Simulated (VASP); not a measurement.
Set up this calculation in VASP 6.6.1, as the native input.

```
Task                   : single point
Functional             : LDA
Potentials or basis    : VASP PAW LDA potentials, release 64 (In_d, As)
Cutoff                 : 520 eV
k mesh                 : 11 × 11 × 11
Occupations            : fermi-dirac, width 0.08 eV
Spin                   : no spin polarisation
Dipole correction      : no
Further INCAR settings : ALGO = Normal; EDIFF = 1e-06; NBANDS = 16
```

The structure of InAs (zincblende type) lies in POSCAR:

```
InAs
1.0
    0.0000000000      2.7008903408      2.7008903408
    2.7008903408      0.0000000000      2.7008903408
    2.7008903408      2.7008903408      0.0000000000
In As
1 1
Direct
    0.0000000000      0.0000000000      0.0000000000
    0.2500000000      0.2500000000      0.2500000000
```

This cell differs from its parent crystal: volume scaled by 0.72.

These files were run (other wordings do the same):

INCAR

```
SYSTEM = InAs
PREC = Accurate
ENCUT = 520
EDIFF = 1E-6
ISMEAR = -1
SIGMA = 0.08
LREAL = .FALSE.
LASPH = .TRUE.
NELM = 60
ALGO = Normal
ISIF = 2
LWAVE = .FALSE.
LCHARG = .TRUE.
GGA = CA
LELF = .TRUE.
LVHAR = .TRUE.
NBANDS = 16
```

KPOINTS

```
Automatic mesh
0
G
  11 11 11
  0 0 0
```

Potentials or basis: VASP PAW LDA potentials, release 64 (In_d, As).

The run is started by

```bash
$ cat potpaw_LDA.64/In_d/POTCAR potpaw_LDA.64/As/POTCAR > POTCAR
$ mpirun -np 1 vasp_std > vasp.out
```

It gave:

| Quantity | Value |
| --- | --- |
| Pressure | 43.0 GPa |
| Band gap on the k mesh | 0.72 eV, indirect (least direct gap 1.25 eV) |

Caveat: spin-orbit coupling is left out, which moves the levels of the heavy elements.

Run time: 21 s on 1 thread of Intel(R) Xeon(R) Platinum 8559C (Emerald Rapids), on a shared host, peak memory 0.16 GiB.
